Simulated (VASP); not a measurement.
# PbS (Fm-3m) in VASP: further runs

The runs below take PbS through single point, with r2SCAN.

Program: VASP 6.6.1. These are calculated values, not measurements. Logs are shortened: lines on timing, memory, paths and dates and some standing lists are left out, and cuts for length are marked.

**1. The cell of the first run**

Symmetry: Fm-3m, No. 225, cubic system. The conventional cell has a = 6.034 Å, b = 6.034 Å, c = 6.034 Å, α = 90.00°, β = 90.00°, γ = 90.00°. Pb (site symmetry m-3m) has 6 S at 3.02 Å within 4.0 Å. S (site symmetry m-3m) has 6 Pb at 3.02 Å within 4.0 Å.

**2. Single point, r2SCAN (27.47 Å³/atom)**

File POSCAR:

```
PbS
1.0
    0.0000000000      3.0172305775      3.0172305775
    3.0172305775      0.0000000000      3.0172305775
    3.0172305775      3.0172305775      0.0000000000
Pb S
1 1
Direct
    0.0000000000      0.0000000000      0.0000000000
    0.5000000000      0.5000000000      0.5000000000
```

File INCAR.step1:

```
  PREC = Accurate
  ENCUT = 550
  ISMEAR = 0
  SIGMA = 0.02
  LREAL = False
  LASPH = True
  NELM = 120
  NBANDS = 17
  GGA = PE
  ALGO = Normal
  EDIFF = 1E-5
  LWAVE = True
  LCHARG = False
  GGA_COMPAT = False
```

File INCAR.step2:

```
  PREC = Accurate
  ENCUT = 550
  EDIFF = 1E-6
  ISMEAR = 0
  SIGMA = 0.02
  LREAL = False
  LASPH = True
  NELM = 120
  ALGO = Normal
  ISIF = 2
  LWAVE = False
  LCHARG = True
  METAGGA = R2SCAN
  LMIXTAU = True
  LELF = True
  LVHAR = True
  NBANDS = 17
  ISTART = 1
  GGA_COMPAT = False
```

File KPOINTS:

```
regular mesh
0
Gamma
  8 8 8
```

Potentials or basis: VASP PAW PBE potentials, release 64 (Pb_d, S).

On the command line:

```bash
$ cat potpaw_PBE.64/Pb_d/POTCAR potpaw_PBE.64/S/POTCAR > POTCAR
$ cp INCAR.step1 INCAR
$ mpirun -np 1 vasp_std > vasp.out
$ cp INCAR.step2 INCAR
$ mpirun -np 1 vasp_std > vasp.out
```

OUTCAR:

```text
PREC = Accurate
   ENCUT = 550
   EDIFF = 1E-6
   ISMEAR = 0
   LREAL = False
   LASPH = True
   NELM = 120
   ISIF = 2
   METAGGA = R2SCAN
   ISTART = 1

 ion  position               nearest neighbor table
   1  0.000  0.000  0.000-   2 3.02   2 3.02   2 3.02   2 3.02   2 3.02   2 3.02
   2  0.500  0.500  0.500-   1 3.02   1 3.02   1 3.02   1 3.02   1 3.02   1 3.02

  LATTYP: Found a face centered cubic cell.
 ALAT       =     6.0344611550

  Lattice vectors:

 A1 = (   0.0000000000,   3.0172305775,   3.0172305775)
 A2 = (   3.0172305775,   0.0000000000,   3.0172305775)
 A3 = (   3.0172305775,   3.0172305775,   0.0000000000)

Analysis of symmetry for initial positions (statically):
=====================================================================
 Subroutine PRICEL returns:
 Original cell was already a primitive cell.

 Routine SETGRP: Setting up the symmetry group for a
 face centered cubic supercell.

 Subroutine GETGRP returns: Found 48 space group operations
 (whereof 48 operations were pure point group operations)
 out of a pool of 48 trial point group operations.

The static configuration has the point symmetry O_h .

Analysis of symmetry for dynamics (positions and initial velocities):
=====================================================================
 Subroutine PRICEL returns:
 Original cell was already a primitive cell.

 Routine SETGRP: Setting up the symmetry group for a
 face centered cubic supercell.

 Subroutine GETGRP returns: Found 48 space group operations
 (whereof 48 operations were pure point group operations)
 out of a pool of 48 trial point group operations.

The dynamic configuration has the point symmetry O_h .

 Subroutine INISYM returns: Found 48 space group operations
 (whereof 48 operations are pure point group operations),
 and found     1 'primitive' translations

----------------------------------------------------------------------------------------

                                     Primitive cell

  volume of cell :      54.9358

  direct lattice vectors                    reciprocal lattice vectors
     0.000000000  3.017230577  3.017230577    -0.165714879  0.165714879  0.165714879
     3.017230577  0.000000000  3.017230577     0.165714879 -0.165714879  0.165714879
     3.017230577  3.017230577  0.000000000     0.165714879  0.165714879 -0.165714879

  length of vectors
     4.267008404  4.267008404  4.267008404     0.287026590  0.287026590  0.287026590

[... 74 lines left out ...]
   ISPIN  =      1    spin polarized calculation?
   LNONCOLLINEAR =      F non collinear calculations
   LSORBIT =      F    spin-orbit coupling
   LASPH  =      T    aspherical Exc in radial PAW
   ENCUT  =  550.0 eV  40.42 Ry    6.36 a.u.   8.16  8.16  8.16*2*pi/ulx,y,z
   NELM   =    120;   NELMIN=  2; NELMDL=  0     # of ELM steps
   EDIFF  = 0.1E-05   stopping-criterion for ELM
   LREAL  =      F    real-space projection
   EDIFFG = 0.1E-04   stopping-criterion for IOM
   NSW    =      0    number of steps for IOM
   IBRION =     -1    ionic relax: 0-MD 1-quasi-New 2-CG
   NFREE  =      0    steps in history (QN), initial steepest desc. (CG)
   ISIF   =      2    stress and relaxation
   ISYM   =      2    0-nonsym 1-usesym 2-fastsym
   POTIM  = 0.5000    time-step for ionic-motion
   TEBEG  =    0.0;   TEEND  =   0.0 temperature during run
   PSTRESS=    0.0 pullay stress
   NELECT =      20.0000    total number of electrons
   NUPDOWN=      -1.0000    fix difference up-down
   EMIN   =  10.00;   EMAX   =-10.00  energy-range for DOS
   EFERMI =   0.00;   METHOD = LEGACY
   ISMEAR =     0;   SIGMA  =   0.02  broadening in eV -4-tet -1-fermi 0-gaus
   EFERMI_NEDOS =   21; number of points for ismear=-14 and -15
   IALGO  =     38    algorithm
   IMIX   =      4    mixing-type and parameters
     AMIX     =   0.40;   BMIX     =  1.00
     AMIX_MAG =   1.60;   BMIX_MAG =  1.00
  volume/ion in A,a.u.               =      27.47       185.36
  Fermi-wavevector in a.u.,A,eV,Ry     =   1.168960  2.209014 18.591920  1.366468
  Thomas-Fermi vector in A             =   2.305439
   LORBIT       =      0    0 simple, 1 ext, 2 COOP (PROOUT), +10 PAW based schemes
   METAGGA = R2SCAN    functional components
   LHFCALC =     F    Hartree Fock is set to
   AEXX    =    0.0000 exact exchange contribution
   IVDW    =     0    specifies the selected vdW correction
   LEPSILON=     F    determine dielectric tensor
   LRPA    =     F    only Hartree local field effects (RPA)
 non-spin polarized calculation
 Gauss-broadening in eV      SIGMA  =   0.02
  energy-cutoff  :      550.00
  volume of cell :       54.94
 maximum number of plane-waves:      1639
 NGX is ok and might be reduce to    36
   NGX = 17   NGY = 17   NGZ = 17

 number of electron      19.9999997 magnetization

 Free energy of the ion-electron system (eV)
  ---------------------------------------------------
  ext. energy  EPLUGINS =         0.00000000
  ---------------------------------------------------
  free energy    TOTEN  =       -65.60417865 eV

  energy without entropy =      -65.60417865  energy(sigma->0) =      -65.60417865

 E-fermi :   5.0963     XC(G=0):  -9.9962

 val. band max:        4.9774300403   @ k =   0.5000   0.0000   0.0000
 cond. band min:       5.7830655103   @ k =   0.5000   0.0000   0.0000
 fundamental gap:      0.8056354700
 Fermi energy:         5.0962719896

 k-point     1 :       0.0000    0.0000    0.0000
  band No.  band energies     occupation
      1     -12.3452      2.00000
      2     -12.3452      2.00000
      3     -12.3452      2.00000
      4     -12.3275      2.00000
      5     -12.3275      2.00000
      6      -8.7149      2.00000
[... 457 lines left out ...]
      4     -12.3210      2.00000
      5     -12.3038      2.00000
      6      -7.3893      2.00000
[... 9 lines left out ...]
     16      16.4741      0.00000
     17      16.7567      0.00000

 [... further k-points ...]
[... 5 lines left out ...]
  --------------------------------------------------------------------------------------
  -------------------------------------------------------------------------------------
  Total       -0.5625618     -0.5625618     -0.5625618      0.0000000      0.0000000      0.0000000
  in kB      -16.4068557    -16.4068557    -16.4068557      0.0000000      0.0000000      0.0000000
  external PRESSURE =     -16.4068557 kB  Pullay stress =       0.0000000 kB

 VOLUME and BASIS-vectors are now :
 -----------------------------------------------------------------------------
  energy-cutoff  :      550.00
  volume of cell :       54.94
      direct lattice vectors                 reciprocal lattice vectors
     0.000000000  3.017230577  3.017230577    -0.165714879  0.165714879  0.165714879
     3.017230577  0.000000000  3.017230577     0.165714879 -0.165714879  0.165714879
     3.017230577  3.017230577  0.000000000     0.165714879  0.165714879 -0.165714879

 POSITION                                       TOTAL-FORCE (eV/Angst)
 -----------------------------------------------------------------------------------
      0.00000      0.00000      0.00000         0.000000      0.000000     -0.000000
      3.01723      3.01723      3.01723         0.000000     -0.000000      0.000000
 -----------------------------------------------------------------------------------
    total drift:                                0.000000      0.000000      0.000000

  FREE ENERGIE OF THE ION-ELECTRON SYSTEM (eV)
  ---------------------------------------------------
  free  energy   TOTEN  =       -65.6041786470 eV

  energy  without entropy=      -65.6041786470  energy(sigma->0) =      -65.60417865
```

It took 3 min on 1 thread of Intel Xeon 8259CL, shared host; peak memory 0.22 GiB.

Results:

```yaml
Free_energy: -65.6042 eV
Pressure: -1.6 GPa
Band_gap_on_the_k_mesh: 0.81 eV
```

Levels at points of the mesh, in eV from the valence-band top:
| k point | band 7 | band 8 | band 9 | band 10 | band 11 | band 12 | band 13 | band 14 |
| --- | --- | --- | --- | --- | --- | --- | --- | --- |
| (0.00, 0.00, 0.00) | -6.15 | -2.01 | -2.01 | -2.01 | 5.45 | 5.45 | 5.45 | 7.32 |
| (0.50, 0.00, 0.00) | -8.76 | -1.65 | -1.65 | 0.00 | 0.81 | 2.35 | 2.35 | 9.14 |
| (0.50, 0.50, 0.00) | -7.24 | -4.88 | -3.22 | -3.22 | 4.42 | 5.87 | 5.94 | 5.94 |

Caveat: the PAW data sets were made with another functional, which shifts forces and pressure a little; spin-orbit coupling is left out, which moves the levels of the heavy elements.

**3. Single point, r2SCAN (28.27 Å³/atom)**

This run uses another cell than the first one, of 28.27 Å³/atom.

File POSCAR:

```
PbS
1.0
    0.0000000000      3.0462441898      3.0462441898
    3.0462441898      0.0000000000      3.0462441898
    3.0462441898      3.0462441898      0.0000000000
Pb S
1 1
Direct
    0.0000000000      0.0000000000      0.0000000000
    0.5000000000      0.5000000000      0.5000000000
```

File INCAR.step1:

```
PREC     = Accurate       # precision mode
ENCUT    = 550            # plane-wave cutoff, eV
ISMEAR   = 0              # smearing method
SIGMA    = 0.02           # smearing width, eV
LREAL    = False          # projectors in reciprocal space
LASPH    = True           # aspherical terms in the spheres
NELM     = 120            # most SCF steps
NBANDS   = 17             # bands
GGA      = PE             # functional
ALGO     = Normal         # electronic algorithm
EDIFF    = 1E-5           # SCF threshold, eV
LWAVE    = True           # write WAVECAR
LCHARG   = False          # write CHGCAR
GGA_COMPAT= False
```

File INCAR.step2:

```
PREC     = Accurate       # precision mode
ENCUT    = 550            # plane-wave cutoff, eV
EDIFF    = 1E-6           # SCF threshold, eV
ISMEAR   = 0              # smearing method
SIGMA    = 0.02           # smearing width, eV
LREAL    = False          # projectors in reciprocal space
LASPH    = True           # aspherical terms in the spheres
NELM     = 120            # most SCF steps
ALGO     = Normal         # electronic algorithm
ISIF     = 2              # what is computed and relaxed
LWAVE    = False          # write WAVECAR
LCHARG   = False          # write CHGCAR
METAGGA  = R2SCAN         # meta-GGA
LMIXTAU  = True         
NBANDS   = 17             # bands
ISTART   = 1            
GGA_COMPAT= False
```

KPOINTS is that of step 2.

Potentials or basis: VASP PAW PBE potentials, release 64 (Pb_d, S).

On the command line:

```bash
$ cat potpaw_PBE.64/Pb_d/POTCAR potpaw_PBE.64/S/POTCAR > POTCAR
$ cp INCAR.step1 INCAR
$ mpirun -np 1 vasp_std > vasp.out
$ cp INCAR.step2 INCAR
$ mpirun -np 1 vasp_std > vasp.out
```

OUTCAR:

```text
PREC = Accurate
   ENCUT = 550
   EDIFF = 1E-6
   ISMEAR = 0
   LREAL = False
   LASPH = True
   NELM = 120
   ISIF = 2
   METAGGA = R2SCAN
   ISTART = 1

 ion  position               nearest neighbor table
   1  0.000  0.000  0.000-   2 3.05   2 3.05   2 3.05   2 3.05   2 3.05   2 3.05
   2  0.500  0.500  0.500-   1 3.05   1 3.05   1 3.05   1 3.05   1 3.05   1 3.05

  LATTYP: Found a face centered cubic cell.
 ALAT       =     6.0924883796

  Lattice vectors:

 A1 = (   0.0000000000,   3.0462441898,   3.0462441898)
 A2 = (   3.0462441898,   0.0000000000,   3.0462441898)
[... 650 lines left out ...]
      5     -12.6315      2.00000
      6      -7.5851      2.00000
[... 9 lines left out ...]
     16      16.1198      0.00000
     17      16.3489      0.00000

 [... further k-points ...]
[... 5 lines left out ...]
  --------------------------------------------------------------------------------------
  -------------------------------------------------------------------------------------
  Total       -1.0616028     -1.0616028     -1.0616028      0.0000000     -0.0000000     -0.0000000
  in kB      -30.0848950    -30.0848950    -30.0848950      0.0000000     -0.0000000     -0.0000000
  external PRESSURE =     -30.0848950 kB  Pullay stress =       0.0000000 kB

 VOLUME and BASIS-vectors are now :
 -----------------------------------------------------------------------------
  energy-cutoff  :      550.00
  volume of cell :       56.54
      direct lattice vectors                 reciprocal lattice vectors
     0.000000000  3.046244190  3.046244190    -0.164136546  0.164136546  0.164136546
     3.046244190  0.000000000  3.046244190     0.164136546 -0.164136546  0.164136546
     3.046244190  3.046244190  0.000000000     0.164136546  0.164136546 -0.164136546

 POSITION                                       TOTAL-FORCE (eV/Angst)
 -----------------------------------------------------------------------------------
      0.00000      0.00000      0.00000         0.000000      0.000000      0.000000
      3.04624      3.04624      3.04624        -0.000000     -0.000000     -0.000000
 -----------------------------------------------------------------------------------
    total drift:                                0.000000      0.000000      0.000000

  FREE ENERGIE OF THE ION-ELECTRON SYSTEM (eV)
  ---------------------------------------------------
  free  energy   TOTEN  =       -65.5813146714 eV

  energy  without entropy=      -65.5813146714  energy(sigma->0) =      -65.58131467
```

It took 3.8 min on 1 thread of Intel Xeon 8259CL, shared host; peak memory 0.23 GiB.

What came out:

- Free energy: -65.5813 eV
- Pressure: -3.0 GPa
- Band gap on the k mesh: 0.90 eV

Caveat: the cell stands under tension; the PAW data sets were made with another functional, which shifts forces and pressure a little; spin-orbit coupling is left out, which moves the levels of the heavy elements.

(Continued in part 2 of 2.)
